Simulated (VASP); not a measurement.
Input of a VASP 6.6.1 run:

POSCAR

```
KTaO3
1.0
    4.0407836503      0.0000000000      0.0000000000
    0.0000000000      4.0407836503      0.0000000000
    0.0000000000      0.0000000000      4.0407836503
Ta K O
1 1 3
Direct
    0.0000000000      0.0000000000      0.0000000000
    0.5000000000      0.5000000000      0.5000000000
    0.0000000000      0.0000000000      0.5000000000
    0.0000000000      0.5000000000      0.0000000000
    0.5000000000      0.0000000000      0.0000000000
```

INCAR.step1

```
PREC = Accurate ; ENCUT = 520
ISMEAR = -1 ; SIGMA = 0.05
LREAL = False ; LASPH = True
NELM = 60 ; NBANDS = 27
GGA = PE ; ALGO = Normal
EDIFF = 1E-4 ; LWAVE = True
LCHARG = False
```

INCAR.step2

```
PREC = Accurate ; ENCUT = 520
EDIFF = 1E-6 ; ISMEAR = -1
SIGMA = 0.05 ; LREAL = False
LASPH = True ; NELM = 60
ALGO = Normal ; ISIF = 2
LWAVE = False ; LCHARG = False
METAGGA = R2SCAN ; LMIXTAU = True
NBANDS = 27 ; ISTART = 1
```

The input KPOINTS:

```
regular mesh
0
Gamma
  7 7 7
```

Potentials or basis: VASP PAW PBE potentials, release 64 (Ta_pv, K_sv, O).

Command:

```console
$ cat potpaw_PBE.64/Ta_pv/POTCAR potpaw_PBE.64/K_sv/POTCAR potpaw_PBE.64/O/POTCAR > POTCAR
$ cp INCAR.step1 INCAR
$ mpirun -np 1 vasp_std > vasp.out
$ cp INCAR.step2 INCAR
$ mpirun -np 1 vasp_std > vasp.out
```

Problem. Estimate the band gap on the k mesh.

Solution. 2.55 eV, indirect (least direct gap 3.16 eV).

Problem. Predict the pressure.

Solution. -6.5 GPa.

Caveat: the PAW data sets were made with another functional, which shifts forces and pressure a little; spin-orbit coupling is left out, which moves the levels of the heavy elements. A k mesh can miss the band edges.
